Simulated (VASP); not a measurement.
# ScHO2 (R-3m) in VASP: single point with PBEsol

Aim: the single point of ScHO2 with PBEsol.

All numbers are computed with VASP 6.6.1; they aren't measurements. Logs are shortened: lines on timing, memory, paths and dates and some standing lists are left out, and cuts for length are marked.

## 1. The cell of the first run

It takes space group R-3m (No. 166, trigonal). The conventional cell has a = 3.203 Å, b = 3.203 Å, c = 13.420 Å, α = 90.00°, β = 90.00°, γ = 120.00°. Sc (site symmetry -3m) has 6 O at 2.12 Å within 2.8 Å. H (site symmetry -3m) has 2 O at 1.20 Å within 1.6 Å. Within 1.6 Å of O (site symmetry 3m) lie 1 H at 1.20 Å.

## 2. Single point, PBEsol

File INCAR:

```
SYSTEM = ScHO2
ALGO = Normal
EDIFF = 1E-6
ENCUT = 520
GGA = PS
ISIF = 2
ISMEAR = 0
LASPH = .TRUE.
LCHARG = .FALSE.
LREAL = .FALSE.
LWAVE = .FALSE.
NBANDS = 20
NELM = 60
PREC = Accurate
SIGMA = 0.01
```

File KPOINTS:

```
k-points
0
G
  6 6 6
  0 0 0
```

File POSCAR:

```
ScHO2
1.0
    1.6016150647      0.9246928887      4.4731943132
   -1.6016150647      0.9246928887      4.4731943132
    0.0000000000     -1.8493857775      4.4731943132
Sc H O
1 1 2
Direct
    0.0000000000      0.0000000000      0.0000000000
    0.5000000000      0.5000000000      0.5000000000
    0.5897940841      0.5897940841      0.5897940841
    0.4102059159      0.4102059159      0.4102059159
```

Potentials or basis: VASP PAW PBE potentials, release 64 (Sc_sv, H, O).

Run with:

```console
> cat potpaw_PBE.64/Sc_sv/POTCAR potpaw_PBE.64/H/POTCAR potpaw_PBE.64/O/POTCAR > POTCAR
> mpirun -np 1 vasp_std > vasp.out
```

OUTCAR:

```text
SYSTEM = ScHO2
   EDIFF = 1E-6
   ENCUT = 520
   GGA = PS
   ISIF = 2
   ISMEAR = 0
   LASPH = .TRUE.
   LREAL = .FALSE.
   NELM = 60
   PREC = Accurate

 ion  position               nearest neighbor table
   1  0.000  0.000  0.000-   3 2.12   4 2.12   3 2.12   3 2.12   4 2.12   4 2.12
   2  0.500  0.500  0.500-   3 1.20   4 1.20
   3  0.590  0.590  0.590-   2 1.20   1 2.12   1 2.12   1 2.12
   4  0.410  0.410  0.410-   2 1.20   1 2.12   1 2.12   1 2.12

  LATTYP: Found a trigonal (rhomboedric) cell.
 ALAT       =     4.8404230308
 COS(alpha) =     0.7810325058

  Lattice vectors:

 A1 = (   1.6016150647,   0.9246928887,   4.4731943132)
 A2 = (  -1.6016150647,   0.9246928887,   4.4731943132)
 A3 = (   0.0000000000,  -1.8493857775,   4.4731943132)

Analysis of symmetry for initial positions (statically):
=====================================================================
 Subroutine PRICEL returns:
 Original cell was already a primitive cell.

 Routine SETGRP: Setting up the symmetry group for a
 trigonal (rhombohedral) supercell.

 Subroutine GETGRP returns: Found 12 space group operations
 (whereof 12 operations were pure point group operations)
 out of a pool of 12 trial point group operations.

The static configuration has the point symmetry D_3d.

Analysis of symmetry for dynamics (positions and initial velocities):
=====================================================================
 Subroutine PRICEL returns:
 Original cell was already a primitive cell.

 Routine SETGRP: Setting up the symmetry group for a
 trigonal (rhombohedral) supercell.

 Subroutine GETGRP returns: Found 12 space group operations
 (whereof 12 operations were pure point group operations)
 out of a pool of 12 trial point group operations.

The dynamic configuration has the point symmetry D_3d.

 Subroutine INISYM returns: Found 12 space group operations
 (whereof 12 operations are pure point group operations),
 and found     1 'primitive' translations

----------------------------------------------------------------------------------------

                                     Primitive cell

  volume of cell :      39.7489

  direct lattice vectors                    reciprocal lattice vectors
     1.601615065  0.924692889  4.473194313     0.312184876  0.180240022  0.074517964
    -1.601615065  0.924692889  4.473194313    -0.312184876  0.180240022  0.074517964
     0.000000000 -1.849385777  4.473194313     0.000000000 -0.360480044  0.074517964

  length of vectors
     4.840423031  4.840423031  4.840423031     0.368101602  0.368101602  0.368101602

  position of ions in fractional coordinates (direct lattice)
     0.000000000  0.000000000  0.000000000
     0.500000000  0.500000000  0.500000000
     0.589794084  0.589794084  0.589794084
     0.410205916  0.410205916  0.410205916

  ion indices of the primitive-cell ions
   primitive index   ion index
                 1           1
                 2           2
                 3           3
                 4           4

----------------------------------------------------------------------------------------

 KPOINTS: k-points

Automatic generation of k-mesh.
 Grid dimensions read from file:
 generate k-points for:    6    6    6

 Generating k-lattice:

  Cartesian coordinates                     Fractional coordinates (reciprocal lattice)
     0.052030813  0.030040004  0.012419661     0.166666667  0.000000000  0.000000000
    -0.052030813  0.030040004  0.012419661     0.000000000  0.166666667  0.000000000
     0.000000000 -0.060080007  0.012419661    -0.000000000 -0.000000000  0.166666667

  Length of vectors
     0.061350267  0.061350267  0.061350267

  Shift w.r.t. Gamma in fractional coordinates (k-lattice)
     0.000000000  0.000000000  0.000000000

 Subroutine IBZKPT returns following result:
 ===========================================

 Found     32 irreducible k-points:

 Following reciprocal coordinates:
            Coordinates               Weight
  0.000000  0.000000  0.000000      1.000000
  0.166667  0.000000 -0.000000      6.000000
  0.333333  0.000000 -0.000000      6.000000
  0.500000  0.000000 -0.000000      3.000000
  0.166667  0.166667 -0.000000      6.000000
  0.333333  0.166667 -0.000000     12.000000
[... 16 lines left out ...]
  0.500000  0.500000  0.166667      6.000000
 -0.333333  0.500000  0.166667     12.000000
 [... further k-points ...]
   k-points           NKPTS =     32   k-points in BZ     NKDIM =     32   number of bands    NBANDS=     20
   number of dos      NEDOS =    301   number of ions     NIONS =      4
   total plane-waves  NPLWV =  46656
   dimension x,y,z NGX =    36 NGY =   36 NGZ =   36
   dimension x,y,z NGXF=    72 NGYF=   72 NGZF=   72
   ions per type =               1   1   2
   NGX,Y,Z   is equivalent  to a cutoff of  12.36, 12.36, 12.36 a.u.
   NGXF,Y,Z  is equivalent  to a cutoff of  24.73, 24.73, 24.73 a.u.
 SYSTEM =  ScHO2
   PREC   = accura    normal or accurate (medium, high low for compatibility)
   ISTART =      0    job   : 0-new  1-cont  2-samecut
   ICHARG =      2    charge: 1-file 2-atom 10-const
   ISPIN  =      1    spin polarized calculation?
   LNONCOLLINEAR =      F non collinear calculations
   LSORBIT =      F    spin-orbit coupling
   LASPH  =      T    aspherical Exc in radial PAW
   ENCUT  =  520.0 eV  38.22 Ry    6.18 a.u.   9.00  9.00  9.00*2*pi/ulx,y,z
   NELM   =     60;   NELMIN=  2; NELMDL= -5     # of ELM steps
   EDIFF  = 0.1E-05   stopping-criterion for ELM
   LREAL  =      F    real-space projection
   EDIFFG = 0.1E-04   stopping-criterion for IOM
   NSW    =      0    number of steps for IOM
   IBRION =     -1    ionic relax: 0-MD 1-quasi-New 2-CG
   NFREE  =      0    steps in history (QN), initial steepest desc. (CG)
   ISIF   =      2    stress and relaxation
   ISYM   =      2    0-nonsym 1-usesym 2-fastsym
   POTIM  = 0.5000    time-step for ionic-motion
   TEBEG  =    0.0;   TEEND  =   0.0 temperature during run
   PSTRESS=    0.0 pullay stress
   NELECT =      24.0000    total number of electrons
   NUPDOWN=      -1.0000    fix difference up-down
   EMIN   =  10.00;   EMAX   =-10.00  energy-range for DOS
   EFERMI =   0.00;   METHOD = LEGACY
   ISMEAR =     0;   SIGMA  =   0.01  broadening in eV -4-tet -1-fermi 0-gaus
   EFERMI_NEDOS =   21; number of points for ismear=-14 and -15
   IALGO  =     38    algorithm
   IMIX   =      4    mixing-type and parameters
     AMIX     =   0.40;   BMIX     =  1.00
     AMIX_MAG =   1.60;   BMIX_MAG =  1.00
  volume/ion in A,a.u.               =       9.94        67.06
  Fermi-wavevector in a.u.,A,eV,Ry     =   1.383684  2.614784 26.049474  1.914582
  Thomas-Fermi vector in A             =   2.508259
   LORBIT       =      0    0 simple, 1 ext, 2 COOP (PROOUT), +10 PAW based schemes
   GGA     = PS    functional components
   LHFCALC =     F    Hartree Fock is set to
   AEXX    =    0.0000 exact exchange contribution
   IVDW    =     0    specifies the selected vdW correction
   LEPSILON=     F    determine dielectric tensor
   LRPA    =     F    only Hartree local field effects (RPA)
 non-spin polarized calculation
 Gauss-broadening in eV      SIGMA  =   0.01
  energy-cutoff  :      520.00
  volume of cell :       39.75
 maximum number of plane-waves:      1086
   NGX = 17   NGY = 17   NGZ = 17

 number of electron      24.0000003 magnetization

 Free energy of the ion-electron system (eV)
  ---------------------------------------------------
  ext. energy  EPLUGINS =         0.00000000
  ---------------------------------------------------
  free energy    TOTEN  =       -30.87415463 eV

  energy without entropy =      -30.87415463  energy(sigma->0) =      -30.87415463

 E-fermi :   1.6324     XC(G=0): -10.5419

 val. band max:        1.4573578453   @ k =  -0.1667   0.1667   0.0000
 cond. band min:       5.4900409761   @ k =   0.5000   0.5000  -0.0000
 fundamental gap:      4.0326831307
 Fermi energy:         1.6323834648

 k-point     1 :       0.0000    0.0000    0.0000
  band No.  band energies     occupation
      1     -45.5274      2.00000
      2     -24.4232      2.00000
      3     -24.0420      2.00000
      4     -24.0420      2.00000
      5     -16.2043      2.00000
      6     -13.8073      2.00000
[... 12 lines left out ...]
     19      12.3895      0.00000
     20      16.7229      0.00000

 k-point     2 :       0.1667    0.0000   -0.0000
  band No.  band energies     occupation
      1     -45.5107      2.00000
      2     -24.3830      2.00000
      3     -24.2151      2.00000
      4     -24.0702      2.00000
      5     -15.9481      2.00000
      6     -13.9680      2.00000
[... 12 lines left out ...]
     19      13.6008      0.00000
     20      16.6678      0.00000

 k-point     3 :       0.3333    0.0000   -0.0000
  band No.  band energies     occupation
      1     -45.4771      2.00000
      2     -24.5477      2.00000
      3     -24.2899      2.00000
      4     -24.1258      2.00000
      5     -15.4344      2.00000
      6     -14.2970      2.00000
[... 12 lines left out ...]
     19      14.1714      0.00000
     20      15.5270      0.00000

 k-point     4 :       0.5000    0.0000   -0.0000
  band No.  band energies     occupation
      1     -45.4603      2.00000
      2     -24.6995      2.00000
      3     -24.2465      2.00000
      4     -24.1534      2.00000
      5     -15.1579      2.00000
      6     -14.4821      2.00000
[... 12 lines left out ...]
     19      12.9065      0.00000
     20      15.9052      0.00000

 k-point     5 :       0.1667    0.1667   -0.0000
  band No.  band energies     occupation
      1     -45.5107      2.00000
      2     -24.3840      2.00000
      3     -24.2148      2.00000
      4     -24.0703      2.00000
      5     -15.9345      2.00000
      6     -13.9931      2.00000
[... 12 lines left out ...]
     19      13.3277      0.00000
     20      16.4772      0.00000
[... 353 lines left out ...]
      6     -14.1583      2.00000
[... 12 lines left out ...]
     19      13.4826      0.00000
     20      15.1854      0.00000

 k-point    22 :      -0.1667    0.3333    0.1667
  band No.  band energies     occupation
      1     -45.4603      2.00000
      2     -24.6057      2.00000
      3     -24.2668      2.00000
      4     -24.2321      2.00000
      5     -15.4764      2.00000
      6     -14.0959      2.00000
[... 12 lines left out ...]
     19      13.0846      0.00000
     20      15.4733      0.00000

 k-point    23 :       0.5000    0.5000    0.1667
  band No.  band energies     occupation
      1     -45.4770      2.00000
      2     -24.5376      2.00000
      3     -24.2976      2.00000
      4     -24.1263      2.00000
      5     -15.6265      2.00000
      6     -14.0963      2.00000
[... 12 lines left out ...]
     19      13.4100      0.00000
     20      14.6552      0.00000

 k-point    24 :      -0.3333    0.5000    0.1667
  band No.  band energies     occupation
      1     -45.4602      2.00000
      2     -24.6005      2.00000
      3     -24.2697      2.00000
      4     -24.2335      2.00000
      5     -15.5636      2.00000
      6     -14.0055      2.00000
[... 12 lines left out ...]
     19      13.8340      0.00000
     20      14.8405      0.00000

 [... further k-points ...]
[... 5 lines left out ...]
  --------------------------------------------------------------------------------------
  -------------------------------------------------------------------------------------
  Total       -0.0518409     -0.0518409      0.4150428      0.0000000     -0.0000000      0.0000000
  in kB       -2.0895790     -2.0895790     16.7293396      0.0000000     -0.0000000      0.0000000
  external PRESSURE =       4.1833939 kB  Pullay stress =       0.0000000 kB

 VOLUME and BASIS-vectors are now :
 -----------------------------------------------------------------------------
  energy-cutoff  :      520.00
  volume of cell :       39.75
      direct lattice vectors                 reciprocal lattice vectors
     1.601615065  0.924692889  4.473194313     0.312184876  0.180240022  0.074517964
    -1.601615065  0.924692889  4.473194313    -0.312184876  0.180240022  0.074517964
     0.000000000 -1.849385777  4.473194313     0.000000000 -0.360480044  0.074517964

 POSITION                                       TOTAL-FORCE (eV/Angst)
 -----------------------------------------------------------------------------------
      0.00000      0.00000      0.00000        -0.000000     -0.000000      0.000000
      0.00000     -0.00000      6.70979         0.000000     -0.000000      0.000000
      0.00000     -0.00000      7.91479        -0.000000     -0.000000      0.140247
      0.00000     -0.00000      5.50479        -0.000000      0.000000     -0.140247
 -----------------------------------------------------------------------------------
    total drift:                                0.000000     -0.000000      0.000000

  FREE ENERGIE OF THE ION-ELECTRON SYSTEM (eV)
  ---------------------------------------------------
  free  energy   TOTEN  =       -30.8741546309 eV

  energy  without entropy=      -30.8741546309  energy(sigma->0) =      -30.87415463
```

Wall time 23 s (1 thread of Intel Xeon Platinum 8488C (Sapphire Rapids), shared host); peak memory 0.21 GiB.

Results:

| Property | Result |
| --- | --- |
| Free energy | -30.8742 eV |
| Pressure | 0.4 GPa |
| Largest force | 0.140 eV/Å |
| Band gap on the k mesh | 4.03 eV, indirect (least direct gap 4.41 eV) |

Forces on the atoms (eV/Å):
```
Sc   0.000  0.000  0.000
H    0.000  0.000  0.000
O    0.000  0.000  0.140
O    0.000  0.000 -0.140
```

Caveat: the PAW data sets were made with another functional, which shifts forces and pressure a little.
